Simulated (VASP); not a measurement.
# Rh (I4/mmm) in VASP: a series of runs

The runs below take Rh through single point, with PBEsol.

All numbers are computed with VASP 6.6.1; they aren't measurements. Logs are shortened: lines on timing, memory, paths and dates and some standing lists are left out, and cuts for length are marked.

### Step 1. The cell of the first run

The structure is tetragonal, space group I4/mmm (No. 139). Conventional cell: a = 2.555 Å, b = 2.555 Å, c = 3.993 Å, α = 90.00°, β = 90.00°, γ = 90.00°. Rh (site symmetry 4/mmm) has 12 Rh at 2.55 to 2.69 Å within 3.4 Å.

### Step 2. Single point, PBEsol (strain -0.050 along x and y, +0.050 along z)

Input file INCAR:

```
SYSTEM = Rh
ALGO = Fast
EDIFF = 1E-6
ENCUT = 520
GGA = PS
ISIF = 2
ISMEAR = 0
LASPH = .True.
LCHARG = .False.
LREAL = .False.
LWAVE = .False.
NBANDS = 14
NELM = 80
PREC = Accurate
SIGMA = 0.15
```

Input file KPOINTS:

```
k-points
0
Gamma
  22 22 22
  0 0 0
```

Input file POSCAR:

```
Rh
1.0
    0.0000000000      1.8064725000      1.9966275000
    1.8064725000      0.0000000000      1.9966275000
    1.8064725000      1.8064725000      0.0000000000
Rh
1
Direct
    0.0000000000      0.0000000000      0.0000000000
```

Potentials or basis: VASP PAW PBE potentials, release 64 (Rh_pv).

The run is started by

```console
$ cat potpaw_PBE.64/Rh_pv/POTCAR > POTCAR
$ mpirun -np 1 vasp_std > vasp.out
```

OUTCAR:

```text
SYSTEM = Rh
   EDIFF = 1E-6
   ENCUT = 520
   GGA = PS
   ISIF = 2
   ISMEAR = 0
   LASPH = .True.
   LREAL = .False.
   NELM = 80
   PREC = Accurate

 ion  position               nearest neighbor table
   1  0.000  0.000  0.000-

  LATTYP: Found a body centered tetragonal cell.
 ALAT       =     2.5547379096
 C/A-ratio  =     1.5630781479

  Lattice vectors:

 A1 = (  -1.8064725000,   0.0000000000,   1.9966275000)
 A2 = (   1.8064725000,   0.0000000000,   1.9966275000)
 A3 = (   0.0000000000,   1.8064725000,  -1.9966275000)

Analysis of symmetry for initial positions (statically):
=====================================================================
 Subroutine PRICEL returns:
 Original cell was already a primitive cell.

 Routine SETGRP: Setting up the symmetry group for a
 body centered tetragonal supercell.

 Subroutine GETGRP returns: Found 16 space group operations
 (whereof 16 operations were pure point group operations)
 out of a pool of 16 trial point group operations.

The static configuration has the point symmetry D_4h.

Analysis of symmetry for dynamics (positions and initial velocities):
=====================================================================
 Subroutine PRICEL returns:
 Original cell was already a primitive cell.

 Routine SETGRP: Setting up the symmetry group for a
 body centered tetragonal supercell.

 Subroutine GETGRP returns: Found 16 space group operations
 (whereof 16 operations were pure point group operations)
 out of a pool of 16 trial point group operations.

The dynamic configuration has the point symmetry D_4h.

 Subroutine INISYM returns: Found 16 space group operations
 (whereof 16 operations are pure point group operations),
 and found     1 'primitive' translations

----------------------------------------------------------------------------------------

                                     Primitive cell

  volume of cell :      13.0314

  direct lattice vectors                    reciprocal lattice vectors
     0.000000000  1.806472500  1.996627500    -0.276782514  0.276782514  0.250422275
     1.806472500  0.000000000  1.996627500     0.276782514 -0.276782514  0.250422275
     1.806472500  1.806472500  0.000000000     0.276782514  0.276782514 -0.250422275

  length of vectors
     2.692557198  2.692557198  2.554737910     0.464681004  0.464681004  0.464681004

  position of ions in fractional coordinates (direct lattice)
     0.000000000  0.000000000  0.000000000

  ion indices of the primitive-cell ions
   primitive index   ion index
                 1           1

----------------------------------------------------------------------------------------

 KPOINTS: k-points

Automatic generation of k-mesh.
 Grid dimensions read from file:
 generate k-points for:   22   22   22

 Generating k-lattice:

  Cartesian coordinates                     Fractional coordinates (reciprocal lattice)
    -0.012581023  0.012581023  0.011382831     0.045454545  0.000000000  0.000000000
     0.012581023 -0.012581023  0.011382831     0.000000000  0.045454545  0.000000000
     0.012581023  0.012581023 -0.011382831     0.000000000  0.000000000  0.045454545

  Length of vectors
     0.021121864  0.021121864  0.021121864

  Shift w.r.t. Gamma in fractional coordinates (k-lattice)
     0.000000000  0.000000000  0.000000000

 Subroutine IBZKPT returns following result:
 ===========================================

 Found    834 irreducible k-points:

 Following reciprocal coordinates:
            Coordinates               Weight
  0.000000  0.000000  0.000000      1.000000
  0.045455  0.000000  0.000000      8.000000
  0.090909  0.000000  0.000000      8.000000
  0.136364 -0.000000  0.000000      8.000000
  0.181818  0.000000  0.000000      8.000000
  0.227273  0.000000  0.000000      8.000000
[... 16 lines left out ...]
  0.500000  0.045455  0.000000      8.000000
 -0.454545  0.045455  0.000000      8.000000
 [... further k-points ...]
   k-points           NKPTS =    834   k-points in BZ     NKDIM =    834   number of bands    NBANDS=     14
   number of dos      NEDOS =    301   number of ions     NIONS =      1
   total plane-waves  NPLWV =   8000
   dimension x,y,z NGX =    20 NGY =   20 NGZ =   20
   dimension x,y,z NGXF=    40 NGYF=   40 NGZF=   40
   ions per type =               1
   NGX,Y,Z   is equivalent  to a cutoff of  12.35, 12.35, 13.01 a.u.
   NGXF,Y,Z  is equivalent  to a cutoff of  24.70, 24.70, 26.03 a.u.
 SYSTEM =  Rh
   PREC   = accura    normal or accurate (medium, high low for compatibility)
   ISTART =      0    job   : 0-new  1-cont  2-samecut
   ICHARG =      2    charge: 1-file 2-atom 10-const
   ISPIN  =      1    spin polarized calculation?
   LNONCOLLINEAR =      F non collinear calculations
   LSORBIT =      F    spin-orbit coupling
   LASPH  =      T    aspherical Exc in radial PAW
   ENCUT  =  520.0 eV  38.22 Ry    6.18 a.u.   5.01  5.01  4.75*2*pi/ulx,y,z
   NELM   =     80;   NELMIN=  2; NELMDL= -5     # of ELM steps
   EDIFF  = 0.1E-05   stopping-criterion for ELM
   LREAL  =      F    real-space projection
   EDIFFG = 0.1E-04   stopping-criterion for IOM
   NSW    =      0    number of steps for IOM
   IBRION =     -1    ionic relax: 0-MD 1-quasi-New 2-CG
   NFREE  =      0    steps in history (QN), initial steepest desc. (CG)
   ISIF   =      2    stress and relaxation
   ISYM   =      2    0-nonsym 1-usesym 2-fastsym
   POTIM  = 0.5000    time-step for ionic-motion
   TEBEG  =    0.0;   TEEND  =   0.0 temperature during run
   PSTRESS=    0.0 pullay stress
   NELECT =      15.0000    total number of electrons
   NUPDOWN=      -1.0000    fix difference up-down
   EMIN   =  10.00;   EMAX   =-10.00  energy-range for DOS
   EFERMI =   0.00;   METHOD = LEGACY
   ISMEAR =     0;   SIGMA  =   0.15  broadening in eV -4-tet -1-fermi 0-gaus
   EFERMI_NEDOS =   21; number of points for ismear=-14 and -15
   IALGO  =     68    algorithm
   IMIX   =      4    mixing-type and parameters
     AMIX     =   0.40;   BMIX     =  1.00
     AMIX_MAG =   1.60;   BMIX_MAG =  1.00
  volume/ion in A,a.u.               =      13.03        87.94
  Fermi-wavevector in a.u.,A,eV,Ry     =   1.715703  3.242208 40.050589  2.943635
  Thomas-Fermi vector in A             =   2.793025
   LORBIT       =      0    0 simple, 1 ext, 2 COOP (PROOUT), +10 PAW based schemes
   GGA     = PS    functional components
   LHFCALC =     F    Hartree Fock is set to
   AEXX    =    0.0000 exact exchange contribution
   IVDW    =     0    specifies the selected vdW correction
   LEPSILON=     F    determine dielectric tensor
   LRPA    =     F    only Hartree local field effects (RPA)
 non-spin polarized calculation
 RMM-DIIS sequential band-by-band and
 Gauss-broadening in eV      SIGMA  =   0.15
  energy-cutoff  :      520.00
  volume of cell :       13.03
 maximum number of plane-waves:       364
   NGX =  9   NGY =  9   NGZ =  9

 number of electron      14.9999999 magnetization

 Free energy of the ion-electron system (eV)
  ---------------------------------------------------
  ext. energy  EPLUGINS =         0.00000000
  ---------------------------------------------------
  free energy    TOTEN  =        -8.04737463 eV

  energy without entropy =       -8.03341201  energy(sigma->0) =       -8.04039332

 E-fermi :  12.7555     XC(G=0): -14.5623

 val. band max:       12.7528417385   @ k =  -0.4091   0.4545   0.0909
 cond. band min:      12.7563541486   @ k =   0.2727   0.1818   0.0455
 fundamental gap:      0.0035124101
 Fermi energy:        12.7554558728

 k-point     1 :       0.0000    0.0000    0.0000
  band No.  band energies     occupation
      1     -33.6818      2.00000
      2     -33.6179      2.00000
      3     -33.6179      2.00000
      4       4.3156      2.00000
      5       8.6322      2.00000
      6       9.8821      2.00000
      7       9.8821      2.00000
      8      10.8945      2.00000
      9      12.4041      1.99907
     10      28.8241      0.00000
     11      32.3886      0.00000
     12      33.0189      0.00000
     13      35.5284      0.00000
     14      35.5284      0.00000

 k-point     2 :       0.0455    0.0000    0.0000
  band No.  band energies     occupation
      1     -33.6893      2.00000
      2     -33.6332      2.00000
      3     -33.6191      2.00000
      4       4.4045      2.00000
      5       8.6561      2.00000
      6       9.8488      2.00000
      7       9.9168      2.00000
      8      10.8888      2.00000
      9      12.3699      1.99972
     10      28.9578      0.00000
     11      32.3979      0.00000
     12      33.0188      0.00000
     13      35.1052      0.00000
     14      35.6674      0.00000

 k-point     3 :       0.0909    0.0000    0.0000
  band No.  band energies     occupation
      1     -33.7227      2.00000
      2     -33.6663      2.00000
      3     -33.6225      2.00000
      4       4.6628      2.00000
      5       8.7163      2.00000
      6       9.7580      2.00000
      7      10.0149      2.00000
      8      10.8905      2.00000
      9      12.2767      1.99999
     10      29.3301      0.00000
     11      32.2078      0.00000
     12      33.0193      0.00000
     13      34.5005      0.00000
     14      36.0740      0.00000
[... 324 lines left out ...]
 k-point    23 :       0.5000    0.0455    0.0000
  band No.  band energies     occupation
      1     -34.5326      2.00000
      2     -33.8509      2.00000
      3     -33.6796      2.00000
      4       6.2082      2.00000
      5       8.7249      2.00000
      6       9.9897      2.00000
      7      12.6195      1.80003
      8      13.1670      0.00010
      9      14.3939      0.00000
     10      22.0496      0.00000
     11      28.0327      0.00000
     12      33.0212      0.00000
     13      33.8491      0.00000
     14      35.3109      0.00000

 k-point    24 :      -0.4545    0.0455    0.0000
  band No.  band energies     occupation
      1     -34.5336      2.00000
      2     -33.8513      2.00000
      3     -33.6761      2.00000
      4       6.2135      2.00000
      5       8.7534      2.00000
      6       9.9808      2.00000
      7      12.5289      1.96729
      8      13.0833      0.00200
      9      14.4783      0.00000
     10      22.1255      0.00000
     11      28.0523      0.00000
     12      33.0208      0.00000
     13      33.7275      0.00000
     14      35.5570      0.00000

 [... further k-points ...]

------------------------ aborting loop because EDIFF is reached ----------------------------------------

  FORCE on cell =-STRESS in cart. coord.  units (eV):
  Direction    XX          YY          ZZ          XY          YZ          ZX
  --------------------------------------------------------------------------------------
  -------------------------------------------------------------------------------------
  Total        1.9075409      1.9075409     -0.5425004      0.0000000      0.0000000      0.0000000
  in kB      234.5279994    234.5279994    -66.6992414      0.0000000      0.0000000      0.0000000
  external PRESSURE =     134.1189191 kB  Pullay stress =       0.0000000 kB

 VOLUME and BASIS-vectors are now :
 -----------------------------------------------------------------------------
  energy-cutoff  :      520.00
  volume of cell :       13.03
      direct lattice vectors                 reciprocal lattice vectors
     0.000000000  1.806472500  1.996627500    -0.276782514  0.276782514  0.250422275
     1.806472500  0.000000000  1.996627500     0.276782514 -0.276782514  0.250422275
     1.806472500  1.806472500  0.000000000     0.276782514  0.276782514 -0.250422275

 POSITION                                       TOTAL-FORCE (eV/Angst)
 -----------------------------------------------------------------------------------
      0.00000      0.00000      0.00000         0.000000      0.000000      0.000000
 -----------------------------------------------------------------------------------
    total drift:                               -0.000000     -0.000000     -0.000000

  FREE ENERGIE OF THE ION-ELECTRON SYSTEM (eV)
  ---------------------------------------------------
  free  energy   TOTEN  =        -8.0473746273 eV

  energy  without entropy=       -8.0334120099  energy(sigma->0) =       -8.04039332
```

Wall time 74 s (1 thread of AMD EPYC 9R45 (Zen 5), shared host); peak memory 0.21 GiB.

Results:

```yaml
Free_energy: -8.0474 eV
Pressure: 13.4 GPa
```

Caveat: the cell differs from its parent crystal (strain -0.050 along x and y, +0.050 along z); the PAW data sets were made with another functional, which shifts forces and pressure a little.

### Step 3. Single point, PBEsol (strain +0.000 along x and y, -0.050 along z)

Input file INCAR:

```
SYSTEM = Rh
ALGO = Fast ; EDIFF = 1E-6
ENCUT = 520 ; GGA = PS
ISIF = 2 ; ISMEAR = 0
LASPH = .True. ; LCHARG = .True.
LELF = .True. ; LREAL = .False.
LVHAR = .True. ; LWAVE = .False.
NBANDS = 14 ; NELM = 100
PREC = Accurate ; SIGMA = 0.15
```

KPOINTS is that of step 2.

Input file POSCAR:

```
Rh
1.0
    0.0000000000      1.9015500000      1.8064725000
    1.9015500000      0.0000000000      1.8064725000
    1.9015500000      1.9015500000      0.0000000000
Rh
1
Direct
    0.0000000000      0.0000000000      0.0000000000
```

Potentials or basis: VASP PAW PBE potentials, release 64 (Rh_pv).

The run is started by

```console
$ cat potpaw_PBE.64/Rh_pv/POTCAR > POTCAR
$ mpirun -np 1 vasp_std > vasp.out
```

Run time: 76 s. Hardware: 1 thread of AMD EPYC 9R45 (Zen 5), shared host; peak memory 0.21 GiB.

It converged, with:

```
Free energy : -8.1112 eV
Pressure    : 11.0 GPa
```

Stress tensor (GPa, compression positive):
```
 6.45  0.00  0.00
 0.00  6.45  0.00
 0.00  0.00 20.25
```

Levels at points of the mesh, in eV from the Fermi level:
```tsv
k point	band 3	band 4	band 5	band 6	band 7	band 8	band 9	band 10	band 11	band 12
(0.00, 0.00, 0.00)	-46.39	-8.43	-3.52	-3.52	-2.95	-1.42	-0.72	15.94	20.24	21.06
(0.50, 0.00, 0.00)	-46.49	-6.60	-3.73	-3.10	0.48	0.61	0.81	9.16	15.37	20.24
(0.50, 0.50, 0.00)	-46.79	-6.85	-6.49	0.60	1.12	1.12	4.04	12.91	12.91	13.91
(0.50, 0.00, 0.50)	-46.67	-6.83	-6.41	0.61	0.83	1.32	2.88	12.42	13.55	14.22
```

Caveat: the cell differs from its parent crystal (strain +0.000 along x and y, -0.050 along z); the PAW data sets were made with another functional, which shifts forces and pressure a little.

### Step 4. Single point, PBEsol (strain +0.025 along x and y, -0.050 along z)

Input file INCAR:

```
PREC = Accurate ; ENCUT = 520
EDIFF = 1E-6 ; ISMEAR = 0
SIGMA = 0.15 ; LREAL = False
LASPH = True ; NELM = 80
ALGO = Fast ; ISIF = 2
LWAVE = False ; LCHARG = True
GGA = PS ; LELF = True
LVHAR = True ; NBANDS = 14
```

Input file KPOINTS:

```
regular mesh
0
Gamma
  22 22 22
```

Input file POSCAR:

```
Rh
1.0
    0.0000000000      1.9490887500      1.8064725000
    1.9490887500      0.0000000000      1.8064725000
    1.9490887500      1.9490887500      0.0000000000
Rh
1
Direct
    0.0000000000      0.0000000000      0.0000000000
```

The run is started by

```console
$ cat potpaw_PBE.64/Rh_pv/POTCAR > POTCAR
$ mpirun -np 1 vasp_std > vasp.out
```

Wall time 87 s (1 thread of AMD EPYC 9R45 (Zen 5), shared host); peak memory 0.22 GiB.

The run converged. Its results:

* Free energy: -8.1035 eV
* Pressure: -3.9 GPa

Stress tensor (GPa, compression positive):
```
-9.58  0.00  0.00
 0.00 -9.58  0.00
 0.00  0.00  7.55
```

Levels at points of the mesh, in eV from the Fermi level:
```csv
k point,band 4,band 5,band 6,band 7,band 8,band 9,band 10,band 11
"(0.00, 0.00, 0.00)",-8.05,-3.31,-3.31,-2.54,-1.48,-0.54,16.05,20.39
"(0.50, 0.00, 0.00)",-6.17,-3.58,-2.69,0.37,0.68,0.82,8.66,15.35
"(0.50, 0.50, 0.00)",-6.35,-6.03,0.56,1.05,1.05,4.34,12.34,12.34
"(0.50, 0.00, 0.50)",-6.34,-5.90,0.54,0.65,1.29,2.67,11.56,13.34
```

Caveat: the cell differs from its parent crystal (strain +0.025 along x and y, -0.050 along z); the PAW data sets were made with another functional, which shifts forces and pressure a little.

### Step 5. Single point, PBEsol (strain +0.025 along x and y, -0.025 along z)

Input file INCAR:

```
ALGO = Fast
EDIFF = 1E-6
ENCUT = 520
GGA = PS
ISIF = 2
ISMEAR = 0
LASPH = T
LCHARG = F
LREAL = F
LWAVE = F
NBANDS = 14
NELM = 100
PREC = Accurate
SIGMA = 0.15
```

Input file KPOINTS:

```
k-points
0
Gamma
  22 22 22
```

Input file POSCAR:

```
Rh
1.0
    0.0000000000      1.9490887500      1.8540112500
    1.9490887500      0.0000000000      1.8540112500
    1.9490887500      1.9490887500      0.0000000000
Rh
1
Direct
    0.0000000000      0.0000000000      0.0000000000
```

The run is started by

```console
$ cat potpaw_PBE.64/Rh_pv/POTCAR > POTCAR
$ mpirun -np 1 vasp_std > vasp.out
```

Wall time 96 s (1 thread of AMD EPYC 9R45 (Zen 5), shared host); peak memory 0.22 GiB.

It converged, with:

- Free energy: -8.1081 eV
- Pressure: -10.9 GPa

Stress tensor (GPa, compression positive):
```
-14.56   0.00   0.00
  0.00 -14.56   0.00
  0.00   0.00  -3.65
```

Levels at points of the mesh, in eV from the Fermi level:
```tsv
k point	band 4	band 5	band 6	band 7	band 8	band 9	band 10	band 11
(0.00, 0.00, 0.00)	-7.87	-3.13	-3.13	-2.62	-1.26	-0.65	16.00	20.45
(0.50, 0.00, 0.00)	-5.96	-3.31	-2.75	0.42	0.70	0.70	8.37	15.40
(0.50, 0.50, 0.00)	-6.11	-5.78	0.52	0.98	0.98	3.88	12.50	12.50
(0.50, 0.00, 0.50)	-6.11	-5.72	0.53	0.72	1.15	2.82	11.47	13.17
```

Caveat: the cell differs from its parent crystal (strain +0.025 along x and y, -0.025 along z); the PAW data sets were made with another functional, which shifts forces and pressure a little.

(Continued in part 2 of 2.)
